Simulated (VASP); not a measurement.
# Hg in VASP: single point with PBE

Aim: the single point of Hg with PBE.

Everything below comes from runs of VASP 6.6.1. Logs are shortened: lines on timing, memory, paths and dates and some standing lists are left out, and cuts for length are marked.

## Step 1: The cell of the first run

The typed cell holds 4 atoms: a = 4.313 Å, b = 4.364 Å, c = 6.173 Å, α = 89.97°, β = 90.08°, γ = 90.32°.

## Step 2: Single point, PBE

INCAR reads:

```
SYSTEM = Hg
PREC = Accurate ; ENCUT = 520
EDIFF = 1E-7 ; ISMEAR = 0
SIGMA = 0.2 ; LREAL = .FALSE.
LASPH = .TRUE. ; NELM = 60
ALGO = Fast ; ISIF = 2
LWAVE = .FALSE. ; LCHARG = .FALSE.
GGA = PE ; NBANDS = 32
```

KPOINTS reads:

```
Automatic mesh
0
G
  6 6 4
  0 0 0
```

POSCAR reads:

```
Hg
1.0
    4.1702598076      1.0989425732     -0.0058806265
   -1.1352763714      4.2132583155      0.0046241250
    0.0008451924     -0.0029738571      6.1728398778
Hg
4
Direct
    0.2527181062      0.7487483126      0.2499517685
    0.2472972244      0.7512728349      0.7499651687
    0.7527148360      0.2487353244      0.2500746802
    0.7472698334      0.2512435281      0.7500083826
```

Potentials or basis: VASP PAW PBE potentials, release 64 (Hg).

The run is started by

```
cat potpaw_PBE.64/Hg/POTCAR > POTCAR
mpirun -np 1 vasp_std > vasp.out
```

OUTCAR:

```text
SYSTEM = Hg
   PREC = Accurate
   ENCUT = 520
   EDIFF = 1E-7
   ISMEAR = 0
   LREAL = .FALSE.
   LASPH = .TRUE.
   NELM = 60
   ISIF = 2
   GGA = PE

 ion  position               nearest neighbor table
   1  0.253  0.749  0.250-   3 3.06   3 3.06   3 3.08   3 3.08   2 3.09   2 3.09
   2  0.247  0.751  0.750-   4 3.06   4 3.06   4 3.08   4 3.08   1 3.09   1 3.09
   3  0.753  0.249  0.250-   1 3.06   1 3.06   1 3.08   1 3.08   4 3.09   4 3.09
   4  0.747  0.251  0.750-   2 3.06   2 3.06   2 3.08   2 3.08   3 3.09   3 3.09

  LATTYP: Found a triclinic cell.
 ALAT       =     6.1520555133
 B/A-ratio  =     0.7092804836
 C/A-ratio  =     1.0033785681
 COS(alpha) =     0.0005589236
 COS(beta)  =     0.0013455572
 COS(gamma) =     0.7131656339

  Lattice vectors:

 A1 = (   5.3055361790,  -3.1143157423,  -0.0105047515)
 A2 = (   1.1352763714,  -4.2132583155,  -0.0046241250)
 A3 = (  -0.0008451924,   0.0029738571,  -6.1728398778)

Analysis of symmetry for initial positions (statically):
=====================================================================
 Subroutine PRICEL returns:
 Original cell was already a primitive cell.

 Routine SETGRP: Setting up the symmetry group for a
 triclinic supercell.

 Subroutine GETGRP returns: Found  1 space group operations
 (whereof  1 operations were pure point group operations)
 out of a pool of  2 trial point group operations.

The static configuration has the point symmetry C_1 .

Analysis of symmetry for dynamics (positions and initial velocities):
=====================================================================
 Subroutine PRICEL returns:
 Original cell was already a primitive cell.

 Routine SETGRP: Setting up the symmetry group for a
 triclinic supercell.

 Subroutine GETGRP returns: Found  1 space group operations
 (whereof  1 operations were pure point group operations)
 out of a pool of  2 trial point group operations.

The dynamic configuration has the point symmetry C_1 .

 Subroutine INISYM returns: Found  1 space group operations
 (whereof  1 operations are pure point group operations),
 and found     1 'primitive' translations

----------------------------------------------------------------------------------------

                                     Primitive cell

  volume of cell :     116.1605

  direct lattice vectors                    reciprocal lattice vectors
     4.170259808  1.098942573 -0.005880626     0.223895289  0.060329327 -0.000001591
    -1.135276371  4.213258316  0.004624125    -0.058398342  0.221610246  0.000114760
     0.000845192 -0.002973857  6.172839878     0.000257043 -0.000108537  0.161999903

  length of vectors
     4.312629850  4.363532910  6.172840652     0.231880849  0.229175655  0.162000143

  position of ions in fractional coordinates (direct lattice)
     0.252718106  0.748748313  0.249951768
     0.247297224  0.751272835  0.749965169
     0.752714836  0.248735324  0.250074680
     0.747269833  0.251243528  0.750008383

  ion indices of the primitive-cell ions
   primitive index   ion index
                 1           1
                 2           2
                 3           3
                 4           4

----------------------------------------------------------------------------------------

 KPOINTS: Automatic mesh

Automatic generation of k-mesh.
 Grid dimensions read from file:
 generate k-points for:    6    6    4

 Generating k-lattice:

  Cartesian coordinates                     Fractional coordinates (reciprocal lattice)
     0.037315881  0.010054888 -0.000000265     0.166666667 -0.000000000  0.000000000
    -0.009733057  0.036935041  0.000019127     0.000000000  0.166666667  0.000000000
     0.000064261 -0.000027134  0.040499976     0.000000000 -0.000000000  0.250000000

  Length of vectors
     0.038646808  0.038195942  0.040500036

  Shift w.r.t. Gamma in fractional coordinates (k-lattice)
     0.000000000  0.000000000  0.000000000

 Subroutine IBZKPT returns following result:
 ===========================================

 Found     76 irreducible k-points:

 Following reciprocal coordinates:
            Coordinates               Weight
  0.000000  0.000000  0.000000      1.000000
  0.166667  0.000000  0.000000      2.000000
  0.333333  0.000000 -0.000000      2.000000
  0.500000  0.000000 -0.000000      1.000000
  0.000000  0.166667  0.000000      2.000000
  0.166667  0.166667  0.000000      2.000000
[... 16 lines left out ...]
  0.333333  0.000000  0.250000      2.000000
  0.500000  0.000000  0.250000      2.000000
 [... further k-points ...]
   k-points           NKPTS =     76   k-points in BZ     NKDIM =     76   number of bands    NBANDS=     32
   number of dos      NEDOS =    301   number of ions     NIONS =      4
   total plane-waves  NPLWV =  49152
   dimension x,y,z NGX =    32 NGY =   32 NGZ =   48
   dimension x,y,z NGXF=    64 NGYF=   64 NGZF=   96
   ions per type =               4
   NGX,Y,Z   is equivalent  to a cutoff of  12.34, 12.19, 12.93 a.u.
   NGXF,Y,Z  is equivalent  to a cutoff of  24.67, 24.38, 25.85 a.u.
 SYSTEM =  Hg
   PREC   = accura    normal or accurate (medium, high low for compatibility)
   ISTART =      0    job   : 0-new  1-cont  2-samecut
   ICHARG =      2    charge: 1-file 2-atom 10-const
   ISPIN  =      1    spin polarized calculation?
   LNONCOLLINEAR =      F non collinear calculations
   LSORBIT =      F    spin-orbit coupling
   LASPH  =      T    aspherical Exc in radial PAW
   ENCUT  =  520.0 eV  38.22 Ry    6.18 a.u.   8.02  8.11 11.48*2*pi/ulx,y,z
   NELM   =     60;   NELMIN=  2; NELMDL= -5     # of ELM steps
   EDIFF  = 0.1E-06   stopping-criterion for ELM
   LREAL  =      F    real-space projection
   EDIFFG = 0.1E-05   stopping-criterion for IOM
   NSW    =      0    number of steps for IOM
   IBRION =     -1    ionic relax: 0-MD 1-quasi-New 2-CG
   NFREE  =      0    steps in history (QN), initial steepest desc. (CG)
   ISIF   =      2    stress and relaxation
   ISYM   =      2    0-nonsym 1-usesym 2-fastsym
   POTIM  = 0.5000    time-step for ionic-motion
   TEBEG  =    0.0;   TEEND  =   0.0 temperature during run
   PSTRESS=    0.0 pullay stress
   NELECT =      48.0000    total number of electrons
   NUPDOWN=      -1.0000    fix difference up-down
   EMIN   =  10.00;   EMAX   =-10.00  energy-range for DOS
   EFERMI =   0.00;   METHOD = LEGACY
   ISMEAR =     0;   SIGMA  =   0.20  broadening in eV -4-tet -1-fermi 0-gaus
   EFERMI_NEDOS =   21; number of points for ismear=-14 and -15
   IALGO  =     68    algorithm
   IMIX   =      4    mixing-type and parameters
     AMIX     =   0.40;   BMIX     =  1.00
     AMIX_MAG =   1.60;   BMIX_MAG =  1.00
  volume/ion in A,a.u.               =      29.04       195.97
  Fermi-wavevector in a.u.,A,eV,Ry     =   1.219371  2.304277 20.230028  1.486865
  Thomas-Fermi vector in A             =   2.354625
   LORBIT       =      0    0 simple, 1 ext, 2 COOP (PROOUT), +10 PAW based schemes
   GGA     = PE    functional components
   LHFCALC =     F    Hartree Fock is set to
   AEXX    =    0.0000 exact exchange contribution
   IVDW    =     0    specifies the selected vdW correction
   LEPSILON=     F    determine dielectric tensor
   LRPA    =     F    only Hartree local field effects (RPA)
 non-spin polarized calculation
 RMM-DIIS sequential band-by-band and
 Gauss-broadening in eV      SIGMA  =   0.20
  energy-cutoff  :      520.00
  volume of cell :      116.16
 maximum number of plane-waves:      3162
   NGX = 17   NGY = 17   NGZ = 23

 number of electron      47.9999994 magnetization

 Free energy of the ion-electron system (eV)
  ---------------------------------------------------
  ext. energy  EPLUGINS =         0.00000000
  ---------------------------------------------------
  free energy    TOTEN  =        -0.69090388 eV

  energy without entropy =       -0.66636729  energy(sigma->0) =       -0.67863558

 E-fermi :   1.4760     XC(G=0):  -9.6576

 val. band max:        1.4697929216   @ k =   0.3333   0.5000   0.0000
 cond. band min:       1.4789753791   @ k =  -0.3333   0.1667  -0.0000
 fundamental gap:      0.0091824575
 Fermi energy:         1.4760145227

 k-point     1 :       0.0000    0.0000    0.0000
  band No.  band energies     occupation
      1      -6.4374      2.00000
      2      -6.2907      2.00000
      3      -6.2596      2.00000
      4      -6.1457      2.00000
      5      -6.0476      2.00000
      6      -5.9437      2.00000
[... 24 lines left out ...]
     31       8.5896      0.00000
     32      10.1435      0.00000

 k-point     2 :       0.1667    0.0000    0.0000
  band No.  band energies     occupation
      1      -6.2451      2.00000
      2      -6.1897      2.00000
      3      -6.1438      2.00000
      4      -6.0345      2.00000
      5      -5.9376      2.00000
      6      -5.8563      2.00000
[... 24 lines left out ...]
     31       9.5527      0.00000
     32       9.7954      0.00000

 k-point     3 :       0.3333    0.0000   -0.0000
  band No.  band energies     occupation
      1      -6.1537      2.00000
      2      -5.9337      2.00000
      3      -5.8619      2.00000
      4      -5.7123      2.00000
      5      -5.7067      2.00000
      6      -5.6446      2.00000
[... 24 lines left out ...]
     31       8.2485      0.00000
     32       9.0636      0.00000

 k-point     4 :       0.5000    0.0000   -0.0000
  band No.  band energies     occupation
      1      -6.0420      2.00000
      2      -6.0420      2.00000
      3      -5.5633      2.00000
      4      -5.5633      2.00000
      5      -5.4214      2.00000
      6      -5.4213      2.00000
[... 24 lines left out ...]
     31       9.5880      0.00000
     32       9.5883      0.00000

 k-point     5 :       0.0000    0.1667    0.0000
  band No.  band energies     occupation
      1      -6.2460      2.00000
      2      -6.1889      2.00000
      3      -6.1465      2.00000
      4      -6.0331      2.00000
      5      -5.9399      2.00000
      6      -5.8567      2.00000
[... 584 lines left out ...]
     31       8.7043      0.00000
     32       8.7099      0.00000

 k-point    22 :       0.1667    0.0000    0.2500
  band No.  band energies     occupation
      1      -6.1653      2.00000
      2      -6.1092      2.00000
      3      -6.0573      2.00000
      4      -5.9087      2.00000
      5      -5.8668      2.00000
      6      -5.8313      2.00000
[... 24 lines left out ...]
     31       8.8446      0.00000
     32       9.6909      0.00000

 k-point    23 :       0.3333    0.0000    0.2500
  band No.  band energies     occupation
      1      -5.9323      2.00000
      2      -5.8421      2.00000
      3      -5.7385      2.00000
      4      -5.6919      2.00000
      5      -5.6243      2.00000
      6      -5.6187      2.00000
[... 24 lines left out ...]
     31       8.2669      0.00000
     32       8.5741      0.00000

 k-point    24 :       0.5000    0.0000    0.2500
  band No.  band energies     occupation
      1      -5.8072      2.00000
      2      -5.8066      2.00000
      3      -5.4827      2.00000
      4      -5.4824      2.00000
      5      -5.3632      2.00000
      6      -5.3629      2.00000
[... 24 lines left out ...]
     31       8.7813      0.00000
     32       8.7957      0.00000

 [... further k-points ...]

------------------------ aborting loop because EDIFF is reached ----------------------------------------

  FORCE on cell =-STRESS in cart. coord.  units (eV):
  Direction    XX          YY          ZZ          XY          YZ          ZX
  --------------------------------------------------------------------------------------
  -------------------------------------------------------------------------------------
  Total        0.1153597      0.1586041      0.1620133      0.0460745     -0.0003291      0.0032037
  in kB        1.5911318      2.1875936      2.2346152      0.6354957     -0.0045388      0.0441882
  external PRESSURE =       2.0044469 kB  Pullay stress =       0.0000000 kB

 VOLUME and BASIS-vectors are now :
 -----------------------------------------------------------------------------
  energy-cutoff  :      520.00
  volume of cell :      116.16
      direct lattice vectors                 reciprocal lattice vectors
     4.170259808  1.098942573 -0.005880626     0.223895289  0.060329327 -0.000001591
    -1.135276371  4.213258316  0.004624125    -0.058398342  0.221610246  0.000114760
     0.000845192 -0.002973857  6.172839878     0.000257043 -0.000108537  0.161999903

 POSITION                                       TOTAL-FORCE (eV/Angst)
 -----------------------------------------------------------------------------------
      0.20408      3.43165      1.54489        -0.001135     -0.000043      0.000145
      0.17903      3.43484      4.63143         0.000952     -0.000439      0.000020
      2.85684      1.87443      1.54039        -0.001109      0.000243     -0.000859
      2.83171      1.87753      4.62645         0.001291      0.000238      0.000694
 -----------------------------------------------------------------------------------
    total drift:                                0.000000      0.000000      0.000000

  FREE ENERGIE OF THE ION-ELECTRON SYSTEM (eV)
  ---------------------------------------------------
  free  energy   TOTEN  =        -0.6909038757 eV

  energy  without entropy=       -0.6663672935  energy(sigma->0) =       -0.67863558
```

Wall time 86 s (1 thread of AMD EPYC 9R45 (Zen 5), shared host); peak memory 0.31 GiB.

Results:

- Free energy: -0.6909 eV
- Pressure: 0.2 GPa
- Band gap on the k mesh: zero (bands 24 and 25 overlap by 2.10 eV)

Stress tensor (GPa, compression positive):
```
0.16 0.06 0.00
0.06 0.22 0.00
0.00 0.00 0.22
```

Caveat: spin-orbit coupling is left out, which moves the levels of the heavy elements.
